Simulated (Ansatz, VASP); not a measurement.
# SiC in VASP and in Ansatz

Contents of INCAR:

```
  ALGO = Normal
  EDIFF = 1E-6
  ENCUT = 520
  GGA = PE
  ISIF = 2
  ISMEAR = 0
  LASPH = T
  LCHARG = F
  LREAL = F
  LWAVE = F
  NBANDS = 26
  NELM = 100
  PREC = Accurate
  SIGMA = 0.05
```

The input KPOINTS:

```
k-points
0
Gamma
  10 10 3
```

POSCAR

```
SiC
1.0
   -3.0941201809      0.0000000000      0.0000000000
   -1.5470600905     -2.6795866790      0.0000000000
    0.0000000000      0.0000000000      9.8293391998
Si C
4 4
Direct
    0.6666666667      0.6666666667      0.0969144983
    0.3333333333      0.3333333333      0.6121749341
    1.0000000000      1.0000000000      0.8698622108
    1.0000000000      1.0000000000      0.3546017750
    0.6666666667      0.6666666667      0.9336595830
    0.3333333333      0.3333333333      0.4183991471
    0.0000000000      0.0000000000      0.6766892732
    0.0000000000      0.0000000000      0.1614288374
```

Input for Ansatz:

```yaml
crystal:
  lattice:
    - [-3.0941201809, 0.0, 0.0]
    - [-1.5470600905, -2.679586679, 0.0]
    - [0.0, 0.0, 9.8293391998]
  atoms:
    - { symbol: Si, position: [0.6666666667, 0.6666666667, 0.0969144983] }
    - { symbol: Si, position: [0.3333333333, 0.3333333333, 0.6121749341] }
    - { symbol: Si, position: [1.0, 1.0, 0.8698622108] }
    - { symbol: Si, position: [1.0, 1.0, 0.354601775] }
    - { symbol: C, position: [0.6666666667, 0.6666666667, 0.933659583] }
    - { symbol: C, position: [0.3333333333, 0.3333333333, 0.4183991471] }
    - { symbol: C, position: [0.0, 0.0, 0.6766892732] }
    - { symbol: C, position: [0.0, 0.0, 0.1614288374] }
basis:
  ecutwfc: 420
kpoints:
  mp_grid: { grid: [10, 10, 3] }
hamiltonian:
  xc: pbe
scf:
  occupations: { method: gaussian, width: 0.05 }
output:
  forces: true
  stress: true
  eigenvalues: true
```

Alike in both runs: task single point; functional PBE; k mesh 10 × 10 × 3; occupations gaussian, width 0.05 eV; no spin polarisation.

```csv
,VASP,Ansatz
version,VASP 6.6.1,Ansatz 0.2.0
potentials or method,"VASP PAW PBE potentials, release 64 (Si, C), cutoff 520 eV","scalar-relativistic, plane waves, PAW"
valence electrons in the cell,32,32
```

Ansatz gave:

| Quantity | Value |
| --- | --- |
| gap on the k mesh at the Fermi level (eV) | 1.97 |
| least direct gap on the mesh (eV) | 3.04 |
| pressure (GPa) | 10.9 |
| traceless stress, the component that is largest in VASP (GPa) | 20.70 |
| rms of the force components (eV/Å) | 2.533 |

**Question.** What did VASP give for the same quantities?

**Answer.** gap on the k mesh at the Fermi level (eV): 1.98; least direct gap on the mesh (eV): 3.04; pressure (GPa): 10.8; traceless stress, the component that is largest in VASP (GPa): 20.74; rms of the force components (eV/Å): 2.522.

Atom by atom the forces differ by 0.011 eV/Å (rms over components).
